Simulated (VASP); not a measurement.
# Ga3As3CO in VASP: further runs

Ga3As3CO is run at these levels: PBE+D3(BJ); tasks: single point.

Everything below comes from runs of VASP 6.6.1. Logs are shortened: lines on timing, memory, paths and dates and some standing lists are left out, and cuts for length are marked.

## 1. The cell of the first run

The cell holds a slab with vacuum, 8 atoms: a = 4.014 Å, b = 5.676 Å, c = 23.335 Å, α = 90.00°, β = 90.00°, γ = 90.00°.

## 2. Single point, PBE+D3(BJ)

File INCAR:

```
SYSTEM = Ga3As3CO
PREC = Accurate
ENCUT = 520
EDIFF = 1E-6
ISMEAR = 0
SIGMA = 0.05
LREAL = .FALSE.
LASPH = .TRUE.
NELM = 60
ALGO = Normal
ISIF = 2
LWAVE = .FALSE.
LCHARG = .FALSE.
LDIPOL = .TRUE.
IDIPOL = 3
DIPOL = 0.5 0.5 0.320
GGA = PE
IVDW = 12
NBANDS = 42
```

File KPOINTS:

```
regular mesh
0
G
  7 5 1
  0 0 0
```

File POSCAR:

```
Ga3As3CO
1.0
    4.0137031122      0.0000000000      0.0000000000
    0.0000000000      5.6762333766      0.0000000000
    0.0000000000      0.0000000000     23.3352699183
Ga As O C
3 3 1 1
Direct
    0.5000000000      0.5000000000      0.1714143446
    0.0000000000      0.0653835280      0.2680035050
    0.5000000000      0.4894639658      0.3228546360
    0.0000000000      0.2500000000      0.1714143446
    0.5000000000      0.8102208721      0.2504948971
    0.0000000000      0.2887573246      0.3593388869
    0.5000000000      0.5387573246      0.4836142868
    0.5000000000      0.5387573246      0.5328959109
```

Potentials or basis: VASP PAW PBE potentials, release 64 (Ga_d, As, O, C).

Launch:

```
$ cat potpaw_PBE.64/Ga_d/POTCAR potpaw_PBE.64/As/POTCAR potpaw_PBE.64/O/POTCAR potpaw_PBE.64/C/POTCAR > POTCAR
$ mpirun -np 1 vasp_std > vasp.out
```

OUTCAR:

```text
SYSTEM = Ga3As3CO
   PREC = Accurate
   ENCUT = 520
   EDIFF = 1E-6
   ISMEAR = 0
   LREAL = .FALSE.
   LASPH = .TRUE.
   NELM = 60
   ISIF = 2
   GGA = PE
   IVDW = 12
 IVDW          = 12

 ion  position               nearest neighbor table
   1  0.500  0.500  0.171-   4 2.46   4 2.46   5 2.55
   2  0.000  0.065  0.268-   6 2.48   4 2.49   5 2.51   5 2.51
   3  0.500  0.489  0.323-   6 2.46   6 2.46   5 2.48
   4  0.000  0.250  0.171-   1 2.46   1 2.46   2 2.49
   5  0.500  0.810  0.250-   3 2.48   2 2.51   2 2.51   1 2.55
   6  0.000  0.289  0.359-   3 2.46   3 2.46   2 2.48
   7  0.500  0.539  0.484-   8 1.15
   8  0.500  0.539  0.533-   7 1.15

  LATTYP: Found a simple orthorhombic cell.
 ALAT       =     4.0137031122
 B/A-ratio  =     1.4142135624
 C/A-ratio  =     5.8139003474

  Lattice vectors:

 A1 = (   4.0137031122,   0.0000000000,   0.0000000000)
 A2 = (   0.0000000000,   5.6762333766,   0.0000000000)
 A3 = (   0.0000000000,   0.0000000000,  23.3352699183)

Analysis of symmetry for initial positions (statically):
=====================================================================
 Subroutine PRICEL returns:
 Original cell was already a primitive cell.

 Routine SETGRP: Setting up the symmetry group for a
 simple orthorhombic supercell.

 Subroutine GETGRP returns: Found  2 space group operations
 (whereof  2 operations were pure point group operations)
 out of a pool of  8 trial point group operations.

The static configuration has the point symmetry C_1h.

Analysis of symmetry for dynamics (positions and initial velocities):
=====================================================================
 Subroutine PRICEL returns:
 Original cell was already a primitive cell.

 Routine SETGRP: Setting up the symmetry group for a
 simple orthorhombic supercell.

 Subroutine GETGRP returns: Found  2 space group operations
 (whereof  2 operations were pure point group operations)
 out of a pool of  8 trial point group operations.

The dynamic configuration has the point symmetry C_1h.

 Subroutine INISYM returns: Found  2 space group operations
 (whereof  2 operations are pure point group operations),
 and found     1 'primitive' translations

----------------------------------------------------------------------------------------

                                     Primitive cell

  volume of cell :     531.6408

  direct lattice vectors                    reciprocal lattice vectors
     4.013703112  0.000000000  0.000000000     0.249146479  0.000000000  0.000000000
     0.000000000  5.676233377  0.000000000     0.000000000  0.176173165  0.000000000
     0.000000000  0.000000000 23.335269918     0.000000000  0.000000000  0.042853586

  length of vectors
     4.013703112  5.676233377 23.335269918     0.249146479  0.176173165  0.042853586

  position of ions in fractional coordinates (direct lattice)
     0.500000000  0.500000000  0.171414345
     0.000000000  0.065383528  0.268003505
     0.500000000  0.489463966  0.322854636
     0.000000000  0.250000000  0.171414345
     0.500000000  0.810220872  0.250494897
     0.000000000  0.288757325  0.359338887
     0.500000000  0.538757325  0.483614287
     0.500000000  0.538757325  0.532895911

  ion indices of the primitive-cell ions
   primitive index   ion index
                 1           1
                 2           2
                 3           3
                 4           4
                 5           5
                 6           6
                 7           7
                 8           8

----------------------------------------------------------------------------------------

 KPOINTS: regular mesh

Automatic generation of k-mesh.
 Grid dimensions read from file:
 generate k-points for:    7    5    1

 Generating k-lattice:

  Cartesian coordinates                     Fractional coordinates (reciprocal lattice)
     0.035592354  0.000000000  0.000000000     0.142857143  0.000000000  0.000000000
     0.000000000  0.035234633  0.000000000     0.000000000  0.200000000  0.000000000
     0.000000000  0.000000000  0.042853586     0.000000000  0.000000000  1.000000000

  Length of vectors
     0.035592354  0.035234633  0.042853586

  Shift w.r.t. Gamma in fractional coordinates (k-lattice)
     0.000000000  0.000000000  0.000000000

 Subroutine IBZKPT returns following result:
 ===========================================

 Found     12 irreducible k-points:

 Following reciprocal coordinates:
            Coordinates               Weight
  0.000000  0.000000  0.000000      1.000000
  0.142857  0.000000  0.000000      2.000000
  0.285714  0.000000  0.000000      2.000000
  0.428571  0.000000  0.000000      2.000000
  0.000000  0.200000  0.000000      2.000000
  0.142857  0.200000  0.000000      4.000000
  0.285714  0.200000  0.000000      4.000000
  0.428571  0.200000  0.000000      4.000000
  0.000000  0.400000  0.000000      2.000000
  0.142857  0.400000  0.000000      4.000000
  0.285714  0.400000  0.000000      4.000000
  0.428571  0.400000  0.000000      4.000000
   k-points           NKPTS =     12   k-points in BZ     NKDIM =     12   number of bands    NBANDS=     42
   number of dos      NEDOS =    301   number of ions     NIONS =      8
   total plane-waves  NPLWV = 226800
   dimension x,y,z NGX =    30 NGY =   42 NGZ =  180
   dimension x,y,z NGXF=    60 NGYF=   84 NGZF=  360
   ions per type =               3   3   1   1
   NGX,Y,Z   is equivalent  to a cutoff of  12.43, 12.30, 12.82 a.u.
   NGXF,Y,Z  is equivalent  to a cutoff of  24.85, 24.60, 25.65 a.u.
 SYSTEM =  Ga3As3CO
   PREC   = accura    normal or accurate (medium, high low for compatibility)
   ISTART =      0    job   : 0-new  1-cont  2-samecut
   ICHARG =      2    charge: 1-file 2-atom 10-const
   ISPIN  =      1    spin polarized calculation?
   LNONCOLLINEAR =      F non collinear calculations
   LSORBIT =      F    spin-orbit coupling
   LASPH  =      T    aspherical Exc in radial PAW
   ENCUT  =  520.0 eV  38.22 Ry    6.18 a.u.   7.46 10.55 43.39*2*pi/ulx,y,z
   NELM   =     60;   NELMIN=  2; NELMDL= -5     # of ELM steps
   EDIFF  = 0.1E-05   stopping-criterion for ELM
   LREAL  =      F    real-space projection
   EDIFFG = 0.1E-04   stopping-criterion for IOM
   NSW    =      0    number of steps for IOM
   IBRION =     -1    ionic relax: 0-MD 1-quasi-New 2-CG
   NFREE  =      0    steps in history (QN), initial steepest desc. (CG)
   ISIF   =      2    stress and relaxation
   ISYM   =      2    0-nonsym 1-usesym 2-fastsym
   POTIM  = 0.5000    time-step for ionic-motion
   TEBEG  =    0.0;   TEEND  =   0.0 temperature during run
   PSTRESS=    0.0 pullay stress
   NELECT =      64.0000    total number of electrons
   NUPDOWN=      -1.0000    fix difference up-down
   EMIN   =  10.00;   EMAX   =-10.00  energy-range for DOS
   EFERMI =   0.00;   METHOD = LEGACY
   ISMEAR =     0;   SIGMA  =   0.05  broadening in eV -4-tet -1-fermi 0-gaus
   EFERMI_NEDOS =   21; number of points for ismear=-14 and -15
   IALGO  =     38    algorithm
   IMIX   =      4    mixing-type and parameters
     AMIX     =   0.40;   BMIX     =  1.00
     AMIX_MAG =   1.60;   BMIX_MAG =  1.00
  volume/ion in A,a.u.               =      66.46       448.46
  Fermi-wavevector in a.u.,A,eV,Ry     =   0.808342  1.527546  8.890285  0.653418
  Thomas-Fermi vector in A             =   1.917130
   LORBIT       =      0    0 simple, 1 ext, 2 COOP (PROOUT), +10 PAW based schemes
   GGA     = PE    functional components
   LHFCALC =     F    Hartree Fock is set to
   AEXX    =    0.0000 exact exchange contribution
   IVDW    =    12    specifies the selected vdW correction
   LEPSILON=     F    determine dielectric tensor
   LRPA    =     F    only Hartree local field effects (RPA)
 non-spin polarized calculation
 Gauss-broadening in eV      SIGMA  =   0.05
  energy-cutoff  :      520.00
  volume of cell :      531.64
 maximum number of plane-waves:     14367
 NGX is ok and might be reduce to    30
   NGX = 15   NGY = 21   NGZ = 87

 dipolmoment           0.000000      0.000000     -0.005573 electrons x Angstroem

 number of electron      64.0000019 magnetization

 dipolmoment           0.000000      0.000000      0.049733 electrons x Angstroem

 Free energy of the ion-electron system (eV)
  ---------------------------------------------------
  ext. energy  EPLUGINS =         0.00000000
  ---------------------------------------------------
  free energy    TOTEN  =       -37.54543981 eV

  energy without entropy =      -37.54543981  energy(sigma->0) =      -37.54543981

 E-fermi :  -2.0656     XC(G=0):  -3.7873

 val. band max:       -2.2673734622   @ k =   0.0000   0.0000   0.0000
 cond. band min:      -1.8593674782   @ k =   0.4286   0.0000   0.0000
 fundamental gap:      0.4080059840
 Fermi energy:        -2.0655621730

 k-point     1 :       0.0000    0.0000    0.0000
  band No.  band energies     occupation
      1     -26.7827      2.00000
      2     -17.2487      2.00000
      3     -17.1880      2.00000
      4     -17.1729      2.00000
      5     -17.1491      2.00000
      6     -17.1270      2.00000
[... 34 lines left out ...]
     41       2.1745      0.00000
     42       2.1896      0.00000

 k-point     2 :       0.1429    0.0000    0.0000
  band No.  band energies     occupation
      1     -26.7811      2.00000
      2     -17.2456      2.00000
      3     -17.1852      2.00000
      4     -17.1723      2.00000
      5     -17.1484      2.00000
      6     -17.1296      2.00000
[... 439 lines left out ...]
     41       2.7174      0.00000
     42       3.1466      0.00000

 k-point    12 :       0.4286    0.4000    0.0000
  band No.  band energies     occupation
      1     -26.7742      2.00000
      2     -17.2301      2.00000
      3     -17.1721      2.00000
      4     -17.1678      2.00000
      5     -17.1483      2.00000
      6     -17.1446      2.00000
[... 34 lines left out ...]
     41       2.7344      0.00000
     42       3.0571      0.00000

------------------------ aborting loop because EDIFF is reached ----------------------------------------

 vacuum level on the upper side and lower side of the slab       (xc-potential included)         0.047        -0.332

 Edisp (eV)   -1.27620

 E8    (eV) :    -0.5780

  FORCE on cell =-STRESS in cart. coord.  units (eV):
  Direction    XX          YY          ZZ          XY          YZ          ZX
  --------------------------------------------------------------------------------------
  -------------------------------------------------------------------------------------
  Total      -2.05375    -2.62976    -0.81513     0.00000     0.02640     0.00000
  in kB      -6.18927    -7.92517    -2.45652     0.00000     0.07956     0.00000
  external pressure =       -5.52 kB  Pullay stress =        0.00 kB

 VOLUME and BASIS-vectors are now :
 -----------------------------------------------------------------------------
  energy-cutoff  :      520.00
  volume of cell :      531.64
      direct lattice vectors                 reciprocal lattice vectors
     4.013703112  0.000000000  0.000000000     0.249146479  0.000000000  0.000000000
     0.000000000  5.676233377  0.000000000     0.000000000  0.176173165  0.000000000
     0.000000000  0.000000000 23.335269918     0.000000000  0.000000000  0.042853586

 POSITION                                       TOTAL-FORCE (eV/Angst)
 -----------------------------------------------------------------------------------
      2.00685      2.83812      4.00000         0.000000     -0.311075      1.034263
      0.00000      0.37113      6.25393         0.000000     -0.002661      0.025532
      2.00685      2.77831      7.53390         0.000000     -0.002613      0.016176
      0.00000      1.41906      4.00000         0.000000      0.312855     -1.065234
      2.00685      4.59900      5.84537         0.000000      0.006955     -0.014498
      0.00000      1.63905      8.38527         0.000000     -0.021395      0.016362
      2.00685      3.05811     11.28527         0.000000      0.025087      0.705765
      2.00685      3.05811     12.43527         0.000000     -0.007152     -0.718365
 -----------------------------------------------------------------------------------
    total drift:                                0.000000     -0.001056     -0.001888

  FREE ENERGIE OF THE ION-ELECTRON SYSTEM (eV)
  ---------------------------------------------------
  free  energy   TOTEN  =       -38.8216381582 eV

  energy  without entropy=      -38.8216381581  energy(sigma->0) =      -38.82163816

 vacuum level on the upper side and lower side of the slab         2.658         2.266
```

Wall time 14 min (1 thread of AMD EPYC 7R13, shared host); peak memory 0.63 GiB.

What came out:

| Item | Value |
| --- | --- |
| Free energy | -38.8216 eV |
| Largest force | 1.110 eV/Å |
| Band gap on the k mesh | 0.41 eV (least direct gap 0.75 eV) |
| Dispersion energy per atom | -0.160 eV |

Forces in eV/Å, atoms in the order of the input:
```
Ga   0.000 -0.311  1.034
Ga   0.000 -0.003  0.026
Ga   0.000 -0.003  0.016
As   0.000  0.313 -1.065
As   0.000  0.007 -0.014
As   0.000 -0.021  0.016
O    0.000  0.025  0.706
C    0.000 -0.007 -0.718
```

## 3. Single point, PBE+D3(BJ)

Changes to INCAR since step 2:

```diff
@@ -3,3 +3,3 @@
 ENCUT = 520
-EDIFF = 1E-6
+EDIFF = 1E-7
 ISMEAR = 0
```

File KPOINTS:

```
Automatic mesh
0
G
  7 5 1
  0 0 0
```

Changes to POSCAR since step 2:

```diff
@@ -14,3 +14,3 @@
     0.0000000000      0.2887573246      0.3593388869
-    0.5000000000      0.5387573246      0.4836142868
-    0.5000000000      0.5387573246      0.5328959109
+    0.5000000000      1.0387573246      0.4836142868
+    0.5000000000      1.0387573246      0.5328959109
```

Potentials or basis: VASP PAW PBE potentials, release 64 (Ga_d, As, O, C).

Launch:

```
$ cat potpaw_PBE.64/Ga_d/POTCAR potpaw_PBE.64/As/POTCAR potpaw_PBE.64/O/POTCAR potpaw_PBE.64/C/POTCAR > POTCAR
$ mpirun -np 1 vasp_std > vasp.out
```

It took 15 min on 1 thread of AMD EPYC 7R13, shared host; peak memory 0.63 GiB.

It converged, with:

| Quantity | Value |
| --- | --- |
| Free energy | -38.8135 eV |
| Largest force | 1.107 eV/Å |
| Band gap on the k mesh | 0.40 eV (least direct gap 0.76 eV) |
| Dispersion energy per atom | -0.159 eV |

Forces on the atoms (eV/Å):
```
Ga   0.000 -0.311  1.029
Ga   0.000 -0.007  0.016
Ga   0.000 -0.001  0.006
As   0.000  0.318 -1.060
As   0.000  0.013 -0.010
As   0.000  0.002  0.035
O    0.000 -0.023  0.714
C    0.000  0.007 -0.729
```

Levels at points of the mesh, in eV from the valence-band top:
```csv
k point,band 30,band 31,band 32,band 33,band 34,band 35
"(0.00, 0.00, 0.00)",-0.89,-0.85,0.00,0.76,1.63,2.30
```

## 4. Single point, PBE+D3(BJ)

File INCAR:

```
SYSTEM = Ga3As3CO
PREC = Accurate
ENCUT = 520
EDIFF = 1E-6
ISMEAR = 0
SIGMA = 0.05
LREAL = .False.
LASPH = .True.
NELM = 100
ALGO = Normal
ISIF = 2
LWAVE = .False.
LCHARG = .False.
LDIPOL = .True.
IDIPOL = 3
DIPOL = 0.5 0.5 0.320
GGA = PE
IVDW = 12
NBANDS = 42
```

File KPOINTS:

```
Automatic mesh
0
Gamma
  7 5 1
  0 0 0
```

Changes to POSCAR since step 3:

```diff
@@ -14,3 +14,3 @@
     0.0000000000      0.2887573246      0.3593388869
-    0.5000000000      1.0387573246      0.4836142868
-    0.5000000000      1.0387573246      0.5328959109
+    0.5000000000      0.7887573246      0.4836142868
+    0.5000000000      0.7887573246      0.5328959109
```

Potentials or basis: VASP PAW PBE potentials, release 64 (Ga_d, As, O, C).

Launch:

```
$ cat potpaw_PBE.64/Ga_d/POTCAR potpaw_PBE.64/As/POTCAR potpaw_PBE.64/O/POTCAR potpaw_PBE.64/C/POTCAR > POTCAR
$ mpirun -np 1 vasp_std > vasp.out
```

OUTCAR:

```text
SYSTEM = Ga3As3CO
   PREC = Accurate
   ENCUT = 520
   EDIFF = 1E-6
   ISMEAR = 0
   LREAL = .False.
   LASPH = .True.
   NELM = 100
   ISIF = 2
   GGA = PE
   IVDW = 12
 IVDW          = 12

 ion  position               nearest neighbor table
   1  0.500  0.500  0.171-   4 2.46   4 2.46   5 2.55
   2  0.000  0.065  0.268-   6 2.48   4 2.49   5 2.51   5 2.51
   3  0.500  0.489  0.323-   6 2.46   6 2.46   5 2.48
   4  0.000  0.250  0.171-   1 2.46   1 2.46   2 2.49
   5  0.500  0.810  0.250-   3 2.48   2 2.51   2 2.51   1 2.55
   6  0.000  0.289  0.359-   3 2.46   3 2.46   2 2.48
   7  0.500  0.789  0.484-   8 1.15
[... 751 lines left out ...]
  in kB      -6.29620    -8.03854    -2.93560     0.00000    -0.14370     0.00000
  external pressure =       -5.76 kB  Pullay stress =        0.00 kB

 VOLUME and BASIS-vectors are now :
 -----------------------------------------------------------------------------
  energy-cutoff  :      520.00
  volume of cell :      531.64
      direct lattice vectors                 reciprocal lattice vectors
     4.013703112  0.000000000  0.000000000     0.249146479  0.000000000  0.000000000
     0.000000000  5.676233377  0.000000000     0.000000000  0.176173165  0.000000000
     0.000000000  0.000000000 23.335269918     0.000000000  0.000000000  0.042853586

 POSITION                                       TOTAL-FORCE (eV/Angst)
 -----------------------------------------------------------------------------------
      2.00685      2.83812      4.00000         0.000000     -0.308756      1.032399
      0.00000      0.37113      6.25393         0.000000     -0.011169      0.022440
      2.00685      2.77831      7.53390         0.000000      0.012898      0.025443
      0.00000      1.41906      4.00000         0.000000      0.315063     -1.060341
      2.00685      4.59900      5.84537         0.000000      0.009301     -0.013755
      0.00000      1.63905      8.38527         0.000000     -0.012638      0.049206
      2.00685      4.47717     11.28527         0.000000     -0.009136      0.677795
      2.00685      4.47717     12.43527         0.000000      0.004437     -0.733187
 -----------------------------------------------------------------------------------
    total drift:                                0.000000     -0.000879     -0.001898

  FREE ENERGIE OF THE ION-ELECTRON SYSTEM (eV)
  ---------------------------------------------------
  free  energy   TOTEN  =       -38.8281408148 eV

  energy  without entropy=      -38.8281408146  energy(sigma->0) =      -38.82814081

 vacuum level on the upper side and lower side of the slab         2.706         2.237
```

stdout:

```text
POSCAR found type information on POSCAR GaAsO C
 POSCAR found :  4 types and       8 ions
 scaLAPACK will be used
 LDA part: xc-table for (Slater+PW92), standard interpolation
 POSCAR, INCAR and KPOINTS ok, starting setup
 FFT: planning ... GRIDC
 FFT: planning ... GRID_SOFT
 FFT: planning ... GRID
 WAVECAR not read
 entering main loop
```

It took 11 min on 1 thread of AMD EPYC 7R13, shared host; peak memory 0.62 GiB.

What came out:

| Item | Value |
| --- | --- |
| Free energy | -38.8281 eV |
| Largest force | 1.106 eV/Å |
| Band gap on the k mesh | 0.40 eV (least direct gap 0.76 eV) |
| Dispersion energy per atom | -0.159 eV |

Forces on the atoms (eV/Å):
```
Ga   0.000 -0.309  1.032
Ga   0.000 -0.011  0.022
Ga   0.000  0.013  0.025
As   0.000  0.315 -1.060
As   0.000  0.009 -0.014
As   0.000 -0.013  0.049
O    0.000 -0.009  0.678
C    0.000  0.004 -0.733
```

## 5. Overview

```csv
cell,gap on the mesh (eV),largest force (eV/Å)
"as given, atomic positions A",0.41,1.11
"as given, atomic positions B",0.40,1.11
"as given, atomic positions C",0.40,1.11
```

Alike in all rows: task single point; level PBE+D3(BJ); potentials or basis VASP PAW PBE potentials, release 64 (Ga_d, As, O, C); no spin polarisation; k mesh 7 × 5 × 1; cutoff (eV) 520; smearing gaussian 0.05 eV.

Total energies depend on the potentials used, so only differences within one code and one set of settings carry meaning.
